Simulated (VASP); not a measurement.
# GaP (F-43m) in VASP: notebook

The runs below take GaP through relaxation of cell and atoms, single point, with LDA.

All numbers are computed with VASP 6.6.1; they aren't measurements. Logs are shortened: lines on timing, memory, paths and dates and some standing lists are left out, and cuts for length are marked.

## (1) The cell of the first run

Symmetry: F-43m, No. 216, cubic system. The conventional cell has a = 5.451 Å, b = 5.451 Å, c = 5.451 Å, α = 90.00°, β = 90.00°, γ = 90.00°. Ga (site symmetry -43m) has 4 P at 2.36 Å within 3.1 Å. Within 3.1 Å of P (site symmetry -43m) lie 4 Ga at 2.36 Å.

## (2) Relaxation of cell and atoms, LDA

INCAR reads:

```
SYSTEM = GaP
PREC = Accurate ; ENCUT = 600
EDIFF = 1E-6 ; ISMEAR = 0
SIGMA = 0.02 ; LREAL = .FALSE.
LASPH = .TRUE. ; NELM = 60
ALGO = Normal ; ISIF = 3
LWAVE = .FALSE. ; LCHARG = .FALSE.
GGA = CA ; IBRION = 2
NSW = 100 ; EDIFFG = -0.005
```

KPOINTS reads:

```
Automatic mesh
0
G
  8 8 8
  0 0 0
```

POSCAR reads:

```
GaP
1.0
    0.0000000000      2.7252500000      2.7252500000
    2.7252500000      0.0000000000      2.7252500000
    2.7252500000      2.7252500000      0.0000000000
Ga P
1 1
Direct
    0.0000000000      0.0000000000      0.0000000000
    0.7500000000      0.7500000000      0.7500000000
```

Potentials or basis: VASP PAW LDA potentials, release 64 (Ga_d, P).

Launch:

```console
> cat potpaw_LDA.64/Ga_d/POTCAR potpaw_LDA.64/P/POTCAR > POTCAR
> mpirun -np 1 vasp_std > vasp.out
```

OUTCAR:

```text
SYSTEM = GaP
   PREC = Accurate
   ENCUT = 600
   EDIFF = 1E-6
   ISMEAR = 0
   LREAL = .FALSE.
   LASPH = .TRUE.
   NELM = 60
   ISIF = 3
   GGA = CA
   IBRION = 2
   NSW = 100
   EDIFFG = -0.005

 ion  position               nearest neighbor table
   1  0.000  0.000  0.000-   2 2.36   2 2.36   2 2.36   2 2.36
   2  0.750  0.750  0.750-   1 2.36   1 2.36   1 2.36   1 2.36

  LATTYP: Found a face centered cubic cell.
 ALAT       =     5.4505000000

  Lattice vectors:

 A1 = (   0.0000000000,   2.7252500000,   2.7252500000)
 A2 = (   2.7252500000,   0.0000000000,   2.7252500000)
 A3 = (   2.7252500000,   2.7252500000,   0.0000000000)

Analysis of symmetry for initial positions (statically):
=====================================================================
 Subroutine PRICEL returns:
 Original cell was already a primitive cell.

 Routine SETGRP: Setting up the symmetry group for a
 face centered cubic supercell.

 Subroutine GETGRP returns: Found 24 space group operations
 (whereof 24 operations were pure point group operations)
 out of a pool of 48 trial point group operations.

The static configuration has the point symmetry T_d .

Analysis of symmetry for dynamics (positions and initial velocities):
=====================================================================
 Subroutine PRICEL returns:
 Original cell was already a primitive cell.

 Routine SETGRP: Setting up the symmetry group for a
 face centered cubic supercell.

 Subroutine GETGRP returns: Found 24 space group operations
 (whereof 24 operations were pure point group operations)
 out of a pool of 48 trial point group operations.

The dynamic configuration has the point symmetry T_d .

 Subroutine INISYM returns: Found 24 space group operations
 (whereof 24 operations are pure point group operations),
 and found     1 'primitive' translations

----------------------------------------------------------------------------------------

                                     Primitive cell

  volume of cell :      40.4808

  direct lattice vectors                    reciprocal lattice vectors
     0.000000000  2.725250000  2.725250000    -0.183469406  0.183469406  0.183469406
     2.725250000  0.000000000  2.725250000     0.183469406 -0.183469406  0.183469406
     2.725250000  2.725250000  0.000000000     0.183469406  0.183469406 -0.183469406

  length of vectors
     3.854085511  3.854085511  3.854085511     0.317778334  0.317778334  0.317778334

  position of ions in fractional coordinates (direct lattice)
     0.000000000  0.000000000  0.000000000
     0.750000000  0.750000000  0.750000000

  ion indices of the primitive-cell ions
   primitive index   ion index
                 1           1
                 2           2

----------------------------------------------------------------------------------------

 KPOINTS: Automatic mesh

Automatic generation of k-mesh.
 Grid dimensions read from file:
 generate k-points for:    8    8    8

 Generating k-lattice:

  Cartesian coordinates                     Fractional coordinates (reciprocal lattice)
    -0.022933676  0.022933676  0.022933676     0.125000000  0.000000000  0.000000000
     0.022933676 -0.022933676  0.022933676     0.000000000  0.125000000  0.000000000
     0.022933676  0.022933676 -0.022933676     0.000000000  0.000000000  0.125000000

  Length of vectors
     0.039722292  0.039722292  0.039722292

  Shift w.r.t. Gamma in fractional coordinates (k-lattice)
     0.000000000  0.000000000  0.000000000

 Subroutine IBZKPT returns following result:
 ===========================================

 Found     29 irreducible k-points:

 Following reciprocal coordinates:
            Coordinates               Weight
  0.000000  0.000000  0.000000      1.000000
  0.125000  0.000000  0.000000      8.000000
  0.250000  0.000000  0.000000      8.000000
  0.375000  0.000000  0.000000      8.000000
  0.500000  0.000000  0.000000      4.000000
  0.125000  0.125000  0.000000      6.000000
[... 16 lines left out ...]
  0.500000  0.250000  0.125000     48.000000
 -0.375000  0.250000  0.125000     24.000000
 [... further k-points ...]
   k-points           NKPTS =     29   k-points in BZ     NKDIM =     29   number of bands    NBANDS=     13
   number of dos      NEDOS =    301   number of ions     NIONS =      2
   total plane-waves  NPLWV =  32768
   dimension x,y,z NGX =    32 NGY =   32 NGZ =   32
   dimension x,y,z NGXF=    64 NGYF=   64 NGZF=   64
   ions per type =               1   1
   NGX,Y,Z   is equivalent  to a cutoff of  13.80, 13.80, 13.80 a.u.
   NGXF,Y,Z  is equivalent  to a cutoff of  27.61, 27.61, 27.61 a.u.
 SYSTEM =  GaP
   PREC   = accura    normal or accurate (medium, high low for compatibility)
   ISTART =      0    job   : 0-new  1-cont  2-samecut
   ICHARG =      2    charge: 1-file 2-atom 10-const
   ISPIN  =      1    spin polarized calculation?
   LNONCOLLINEAR =      F non collinear calculations
   LSORBIT =      F    spin-orbit coupling
   LASPH  =      T    aspherical Exc in radial PAW
   ENCUT  =  600.0 eV  44.10 Ry    6.64 a.u.   7.70  7.70  7.70*2*pi/ulx,y,z
   NELM   =     60;   NELMIN=  2; NELMDL= -5     # of ELM steps
   EDIFF  = 0.1E-05   stopping-criterion for ELM
   LREAL  =      F    real-space projection
   EDIFFG = -.5E-02   stopping-criterion for IOM
   NSW    =    100    number of steps for IOM
   IBRION =      2    ionic relax: 0-MD 1-quasi-New 2-CG
   NFREE  =      1    steps in history (QN), initial steepest desc. (CG)
   ISIF   =      3    stress and relaxation
   ISYM   =      2    0-nonsym 1-usesym 2-fastsym
   POTIM  = 0.5000    time-step for ionic-motion
   TEBEG  =    0.0;   TEEND  =   0.0 temperature during run
   PSTRESS=    0.0 pullay stress
   NELECT =      18.0000    total number of electrons
   NUPDOWN=      -1.0000    fix difference up-down
   EMIN   =  10.00;   EMAX   =-10.00  energy-range for DOS
   EFERMI =   0.00;   METHOD = LEGACY
   ISMEAR =     0;   SIGMA  =   0.02  broadening in eV -4-tet -1-fermi 0-gaus
   EFERMI_NEDOS =   21; number of points for ismear=-14 and -15
   IALGO  =     38    algorithm
   IMIX   =      4    mixing-type and parameters
     AMIX     =   0.40;   BMIX     =  1.00
     AMIX_MAG =   1.60;   BMIX_MAG =  1.00
  volume/ion in A,a.u.               =      20.24       136.59
  Fermi-wavevector in a.u.,A,eV,Ry     =   1.249538  2.361284 21.243377  1.561344
  Thomas-Fermi vector in A             =   2.383574
   LORBIT       =      0    0 simple, 1 ext, 2 COOP (PROOUT), +10 PAW based schemes
   GGA     = CA    functional components
   LHFCALC =     F    Hartree Fock is set to
   AEXX    =    0.0000 exact exchange contribution
   IVDW    =     0    specifies the selected vdW correction
   LEPSILON=     F    determine dielectric tensor
   LRPA    =     F    only Hartree local field effects (RPA)
 conjugate gradient relaxation of ions
 non-spin polarized calculation
 Gauss-broadening in eV      SIGMA  =   0.02
  energy-cutoff  :      600.00
  volume of cell :       40.48
 maximum number of plane-waves:      1365
   NGX = 15   NGY = 15   NGZ = 15

--------------------------------------- Ionic step        1  -------------------------------------------

 number of electron      18.0000003 magnetization

 Free energy of the ion-electron system (eV)
  ---------------------------------------------------
  ext. energy  EPLUGINS =         0.00000000
  ---------------------------------------------------
  free energy    TOTEN  =       -10.44028115 eV

  energy without entropy =      -10.44028115  energy(sigma->0) =      -10.44028115

------------------------ aborting loop because EDIFF is reached ----------------------------------------

  FORCE on cell =-STRESS in cart. coord.  units (eV):
  Direction    XX          YY          ZZ          XY          YZ          ZX
  --------------------------------------------------------------------------------------
  -------------------------------------------------------------------------------------
  Total       -0.6781794     -0.6781794     -0.6781794      0.0000000      0.0000000     -0.0000000
  in kB      -26.8414599    -26.8414599    -26.8414599      0.0000000      0.0000000     -0.0000000
  external PRESSURE =     -26.8414599 kB  Pullay stress =       0.0000000 kB
[... 165 lines left out ...]
  energy  without entropy=      -10.4510759820  energy(sigma->0) =      -10.45107598

--------------------------------------- Ionic step        6  -------------------------------------------

 number of electron      18.0000007 magnetization

 Free energy of the ion-electron system (eV)
  ---------------------------------------------------
  ext. energy  EPLUGINS =         0.00000000
  ---------------------------------------------------
  free energy    TOTEN  =       -10.45108734 eV

  energy without entropy =      -10.45108734  energy(sigma->0) =      -10.45108734

 E-fermi :   4.9215     XC(G=0): -10.3060

 val. band max:        4.8372782423   @ k =   0.0000   0.0000   0.0000
 cond. band min:       6.2690739569   @ k =   0.5000   0.5000   0.0000
 fundamental gap:      1.4317957145
 Fermi energy:         4.9215172037

 k-point     1 :       0.0000    0.0000    0.0000
  band No.  band energies     occupation
      1      -9.9274      2.00000
      2      -9.9274      2.00000
      3      -9.9274      2.00000
      4      -9.8193      2.00000
      5      -9.8193      2.00000
      6      -7.9149      2.00000
      7       4.8373      2.00000
      8       4.8373      2.00000
      9       4.8373      2.00000
     10       6.7382      0.00000
     11       8.6209      0.00000
     12       8.6209      0.00000
     13       8.6209      0.00000
[... 353 lines left out ...]
 k-point    24 :      -0.3750    0.2500    0.1250
  band No.  band energies     occupation
      1     -10.0190      2.00000
      2      -9.8942      2.00000
      3      -9.8805      2.00000
      4      -9.8254      2.00000
      5      -9.8114      2.00000
      6      -5.2947      2.00000
      7      -1.8122      2.00000
      8       1.4776      2.00000
      9       2.7897      2.00000
     10       8.2719      0.00000
     11       8.9893      0.00000
     12      11.2982      0.00000
     13      12.7363      0.00000

 [... further k-points ...]
[... 5 lines left out ...]
  --------------------------------------------------------------------------------------
  -------------------------------------------------------------------------------------
  Total        0.0091035      0.0091035      0.0091035      0.0000000      0.0000000      0.0000000
  in kB        0.3719134      0.3719134      0.3719134      0.0000000      0.0000000      0.0000000
  external PRESSURE =       0.3719134 kB  Pullay stress =       0.0000000 kB
[... 17 lines left out ...]
  FREE ENERGIE OF THE ION-ELECTRON SYSTEM (eV)
  ---------------------------------------------------
  free  energy   TOTEN  =       -10.4510873386 eV

  energy  without entropy=      -10.4510873386  energy(sigma->0) =      -10.45108734

 reached required accuracy - stopping structural energy minimisation
```

Wall time 20 s (1 thread of Intel Xeon 6975P-C (Granite Rapids), shared host); peak memory 0.16 GiB.

Results:

```
Free energy                            : -10.4511 eV
Relaxed volume                         : 19.61 Å³/atom
Relaxed cell                           : a = 3.814 Å, b = 3.814 Å, c = 3.814 Å, α = 60.00°, β = 60.00°, γ = 60.00°
Space group after relaxing (to 0.05 Å) : F-43m (No. 216)
Energy gained by relaxing              : 5.4 meV/atom
Ionic steps                            : 6
Pressure after relaxing                : 0.0 GPa
Band gap on the k mesh                 : 1.43 eV, indirect (least direct gap 1.90 eV)
```

The path:
```csv
step,energy change (eV),largest force (eV/Å),pressure (GPa),volume (Å³)
1,0.0000,0.0000,-2.68,40.48
2,-0.0073,0.0000,1.68,38.53
3,-0.0108,0.0000,-0.07,39.22
4,-0.0108,0.0000,0.10,39.19
5,-0.0108,0.0000,-0.10,39.26
6,-0.0108,0.0000,0.04,39.22
```

Final structure:
```
CELL_PARAMETERS angstrom
0.00000 2.69659 2.69659
2.69659 0.00000 2.69659
2.69659 2.69659 0.00000
ATOMIC_POSITIONS crystal
Ga 0.00000 0.00000 0.00000
P 0.75000 0.75000 0.75000
```

A k mesh can miss the band edges. LDA usually gives volumes a few per cent too small.

[end of part 1 of 2]
